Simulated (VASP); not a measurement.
A run of VASP 6.6.1 is set up as follows.

POSCAR

```
HfN
1.0
    3.0195511988      0.0000000000      0.0000000000
   -1.5097755994      2.6150080462      0.0000000000
    0.0000000000      0.0000000000      5.2447504209
Hf N
2 2
Direct
    0.6666666667      0.3333333333      0.7500000000
    0.3333333333      0.6666666667      0.2500000000
    0.0000000000      0.0000000000      0.0000000000
    0.0000000000      0.0000000000      0.5000000000
```

INCAR.step1

```
PREC = Accurate
ENCUT = 520
ISMEAR = 1
SIGMA = 0.05
LREAL = F
LASPH = T
NELM = 80
NBANDS = 23
GGA = PE
ALGO = Normal
EDIFF = 1E-4
LWAVE = T
LCHARG = F
```

INCAR.step2

```
PREC = Accurate
ENCUT = 520
EDIFF = 1E-7
ISMEAR = 1
SIGMA = 0.05
LREAL = F
LASPH = T
NELM = 80
ALGO = Normal
ISIF = 2
LWAVE = F
LCHARG = F
METAGGA = R2SCAN
LMIXTAU = T
NBANDS = 23
ISTART = 1
```

Contents of KPOINTS:

```
Automatic mesh
0
Gamma
  6 6 3
```

Potentials or basis: VASP PAW PBE potentials, release 64 (Hf_pv, N).

Command:

```console
$ cat potpaw_PBE.64/Hf_pv/POTCAR potpaw_PBE.64/N/POTCAR > POTCAR
$ cp INCAR.step1 INCAR
$ mpirun -np 1 vasp_std > vasp.out
$ cp INCAR.step2 INCAR
$ mpirun -np 1 vasp_std > vasp.out
```

(1) Predict the pressure.

(2) What does it give for the band gap on the k mesh?

Answers

(1) 37.3 GPa.

(2) zero (band 15 reaches 10.37 eV, above the bottom of band 16 at 9.09 eV).

Caveat: the k points lie up to 0.40 Å⁻¹ apart; the PAW data sets were made with another functional, which shifts forces and pressure a little; spin-orbit coupling is left out, which moves the levels of the heavy elements.
